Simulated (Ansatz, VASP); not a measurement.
# Mo4C: VASP beside Ansatz

```
Mo C
1.0
     3.11118    0.00000    0.00000
     0.00000    3.11118    0.00000
     0.00000    0.00000   21.50982
Mo C
4 1
Direct
  0.50000 0.50000 0.18596
  0.00000 0.00000 0.25828
  0.50000 0.50000 0.33251
  0.00000 0.00000 0.39562
  0.00000 0.00000 0.58391
```

Alike in both runs: task single point; functional LDA; k mesh 9 × 9 × 1; occupations gaussian, width 0.1 eV; no spin polarisation.

```csv
,VASP,Ansatz
version,VASP 6.6.1,Ansatz 0.2.0
potentials or method,"VASP PAW LDA potentials, release 64 (Mo_sv, C), cutoff 520 eV","scalar-relativistic, plane waves, PAW"
valence electrons in the cell,60,60
```

VASP gave:

| Item | Value |
| --- | --- |
| gap on the k mesh at the Fermi level (eV) | none |
| rms of the force components (eV/Å) | 0.664 |
| work function, face that differs most (eV) | 6.27 |

Problem. Estimate Ansatz's values.

Solution. gap on the k mesh at the Fermi level (eV): none; rms of the force components (eV/Å): 0.668; work function, face that differs most (eV): 6.26.

LDA's correlation is that of Perdew and Zunger in VASP and of Perdew and Wang (1992) in Ansatz. Atom by atom the forces differ by 0.030 eV/Å (rms over components). A gap of «none» marks a metal or a gap that the smearing closes. Ansatz's warnings: vacuum density over bound.
